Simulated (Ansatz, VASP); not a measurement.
# Two plane-wave programs on SnC3

File POSCAR:

```
SnC3
1.0
    2.8975645940      0.0000000000      0.0000000000
    0.0000000000      2.8975645940      0.0000000000
    0.0000000000      0.0000000000      4.5167486701
C Sn
3 1
Direct
    0.5000000000      0.0000000000      0.8235182930
    0.5000000000      0.5000000000      0.0000000000
    0.0000000000      0.5000000000      0.1764817070
    0.0000000000      0.0000000000      0.5000000000
```

INCAR.step1

```
SYSTEM = SnC3
  PREC = Accurate
  ENCUT = 520
  EDIFF = 1E-5
  ISMEAR = 0
  SIGMA = 0.01
  LREAL = .False.
  LASPH = .True.
  NELM = 120
  ALGO = Normal
  ISIF = 2
  LWAVE = .True.
  GGA = PE
  NBANDS = 21
  GGA_COMPAT = .False.
  KPAR = 4
```

File INCAR.step2:

```
SYSTEM = SnC3
  PREC = Accurate
  ENCUT = 520
  EDIFF = 1E-6
  ISMEAR = 0
  SIGMA = 0.01
  LREAL = .False.
  LASPH = .True.
  NELM = 120
  ALGO = Normal
  ISIF = 2
  LWAVE = .False.
  LCHARG = .True.
  GGA = PE
  LHFCALC = .True.
  HFSCREEN = 0.2079
  PRECFOCK = Normal
  LVHAR = .True.
  ISTART = 1
  NBANDS = 21
  GGA_COMPAT = .False.
  KPAR = 4
```

File KPOINTS:

```
Automatic mesh
0
Gamma
  6 6 4
  0 0 0
```

Input for Ansatz:

```yaml
crystal:
  lattice:
    - [2.897564594, 0.0, 0.0]
    - [0.0, 2.897564594, 0.0]
    - [0.0, 0.0, 4.5167486701]
  atoms:
    - { symbol: C, position: [0.5, 0.0, 0.823518293] }
    - { symbol: C, position: [0.5, 0.5, 0.0] }
    - { symbol: C, position: [0.0, 0.5, 0.176481707] }
    - { symbol: Sn, position: [0.0, 0.0, 0.5] }
kpoints:
  mp_grid: { grid: [6, 6, 4] }
  band_path:
    path:
      - [0.0, 0.0, 0.0]
      - [0.0, 0.5, 0.0]
      - [0.5, 0.5, 0.0]
      - [0.0, 0.0, 0.5]
      - [0.0, 0.5, 0.5]
      - [0.5, 0.5, 0.5]
    npoints: 1
hamiltonian:
  xc: hse06
scf:
  occupations: { method: fixed }
  n_extra_bands: 5
output:
  forces: true
  stress: true
  eigenvalues: true
```

Change from the starting cell: hydrostatic strain -2.7%.

Alike in both runs: task single point; functional HSE06; k mesh 6 × 6 × 4; no spin polarisation.

|  | VASP | Ansatz |
| --- | --- | --- |
| version | VASP 6.6.1 | Ansatz 0.2.0 |
| potentials or method | VASP PAW PBE potentials, release 64 (C, Sn_d) | plane waves, PAW |
| plane-wave cutoff (eV) | 520 | 420 |
| occupations | gaussian, width 0.01 eV | fixed |
| valence electrons in the cell | 26 | 26 |

```tsv
	VASP	Ansatz	Ansatz less VASP
gap on the k mesh at the Fermi level (eV)	1.29	1.29	+0.002
pressure (GPa)	17.1	17.1	-0.01
traceless stress, the component that is largest in VASP (GPa)	2.75	2.97	+0.224
rms of the force components (eV/Å)	0.014	0.000	-0.0139
```

Atom by atom the forces differ by 0.014 eV/Å (rms over components). Ansatz's warnings: stress exchange threshold loose, stress scf threshold loose.
